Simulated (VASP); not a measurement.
# ZnSe: single point with PBE

ZnSe, a slab with vacuum:

```
Se Zn
1.0
     8.10605    0.00000    0.00000
    -4.05302    7.02004    0.00000
     0.00000    0.00000   24.40860
Se Zn
8 8
Direct
  0.50000 0.00000 0.32775
  0.50000 0.50000 0.32775
  0.00000 0.00000 0.32775
  0.00000 0.50000 0.32775
  0.68537 0.88014 0.47633
  0.69371 0.38732 0.47059
  0.19374 0.87792 0.47632
  0.20040 0.39936 0.47194
  0.16667 0.83333 0.36165
  0.16667 0.33333 0.36165
  0.66667 0.83333 0.36165
  0.66667 0.33333 0.36165
  0.36658 0.73183 0.43242
  0.35222 0.21408 0.45651
  0.86403 0.72862 0.44768
  0.86304 0.21578 0.45561
```

- Program: VASP 6.6.1
- Task: single point
- Functional: PBE
- Potentials or basis: VASP PAW PBE potentials, release 64 (Se, Zn)
- Cutoff: 520 eV
- k mesh: 2 × 2 × 1
- Occupations: gaussian, width 0.05 eV
- Spin: no spin polarisation

| Property | Result |
| --- | --- |
| Largest force | 0.577 eV/Å |
| Band gap on the k mesh | 0.95 eV, direct |

Forces in eV/Å, atoms in the order of the input:
```
Se  -0.001 -0.226  0.500
Se  -0.045  0.047  0.333
Se  -0.001 -0.121  0.487
Se   0.046  0.037  0.341
Se  -0.005 -0.008  0.024
Se  -0.006 -0.015  0.040
Se   0.023  0.018  0.035
Se  -0.026  0.034  0.022
Zn  -0.222  0.006 -0.523
Zn   0.008  0.038 -0.384
Zn   0.227  0.006 -0.531
Zn  -0.007  0.155 -0.280
Zn  -0.003  0.011 -0.011
Zn   0.019 -0.010 -0.012
Zn  -0.016  0.033 -0.037
Zn   0.008 -0.004 -0.005
```

Levels at points of the mesh, in eV from the valence-band top:
| k point | band 69 | band 70 | band 71 | band 72 | band 73 | band 74 | band 75 | band 76 |
| --- | --- | --- | --- | --- | --- | --- | --- | --- |
| (0.00, 0.00, 0.00) | -0.87 | -0.66 | -0.06 | 0.00 | 0.95 | 1.41 | 1.69 | 1.94 |
| (0.50, 0.00, 0.00) | -0.68 | -0.64 | -0.57 | -0.55 | 1.88 | 2.18 | 2.52 | 2.58 |
| (0.00, 0.50, 0.00) | -0.69 | -0.65 | -0.65 | -0.50 | 2.03 | 2.33 | 2.48 | 2.76 |
| (0.50, 0.50, 0.00) | -0.68 | -0.64 | -0.57 | -0.55 | 1.88 | 2.17 | 2.54 | 2.57 |

Wall time 31 min on 1 thread of Intel(R) Xeon(R) Platinum 8488C (Sapphire Rapids), on a shared host, peak memory 1.4 GiB.

Caveat: the k points lie up to 0.45 Å⁻¹ apart.
